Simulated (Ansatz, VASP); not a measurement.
**Ag in VASP and in Ansatz**

```
Ag
1.0
    -1.70532    1.65565    1.70532
     1.60598   -1.65565    1.60598
     1.70532    1.65565   -1.70532
Ag
1
Cartesian
  0.0000 0.0000 0.0000
```

Change from the starting cell: strain -0.0600 x Voigt [0, 0, 0, 0, 1, 0], atoms carried along.

Alike in both runs: task single point; functional r2SCAN; k mesh 20 × 20 × 20; occupations gaussian, width 0.15 eV; no spin polarisation.

```csv
,VASP,Ansatz
version,VASP 6.6.1,Ansatz 0.2.0
potentials or method,"VASP PAW PBE potentials, release 64 (Ag), cutoff 520 eV","scalar-relativistic, plane waves, PAW"
valence electrons in the cell,11,19
```

|  | VASP | Ansatz | Ansatz less VASP |
| --- | --- | --- | --- |
| gap on the k mesh at the Fermi level (eV) | none | none | - |
| pressure (GPa) | -3.2 | -3.3 | -0.09 |
| traceless stress, the component that is largest in VASP (GPa) | 2.44 | 2.39 | -0.044 |

VASP's potentials were made for PBE, not for r2SCAN. A gap of «none» marks a metal or a gap that the smearing closes. VASP's potentials hold 11 valence electrons a cell and Ansatz's 19, so a difference there can come from the potentials and not from the codes.
